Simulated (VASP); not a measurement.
Runs of VASP 6.6.1 on P. The structure is that of space group Pmna (No. 53), or close to it. The cells are those of the table. 

```csv
cell,gap on the mesh (eV),largest force (eV/Å)
"a = 3.284, b = 34.857, c = 4.447 Å, 4 atoms",(b),0.89
"a = 3.284, b = 34.857, c = 4.725 Å, 4 atoms",(a),0.05
"a = 3.284, b = 34.857, c = 4.586 Å, 4 atoms",0.84,0.41
"a = 3.284, b = 34.857, c = 4.539 Å, 4 atoms",0.78,0.57
"a = 3.284, b = 34.857, c = 4.493 Å, 4 atoms",0.73,0.73
"a = 3.284, b = 34.857, c = 4.678 Å, 4 atoms",0.95,0.10
```

Alike in all rows: task single point; level PBEsol; potentials or basis VASP PAW PBE potentials, release 64 (P); no spin polarisation; k mesh 8 × 1 × 6; cutoff (eV) 520; smearing gaussian 0.05 eV.

**Question.** Estimate the missing entries.

**Answer.** (a) 1.01; (b) 0.67.

Caveats: there is no dipole correction, which matters where the two faces differ; the PAW data sets were made with another functional, which shifts forces and pressure a little.

A k mesh can miss the band edges.
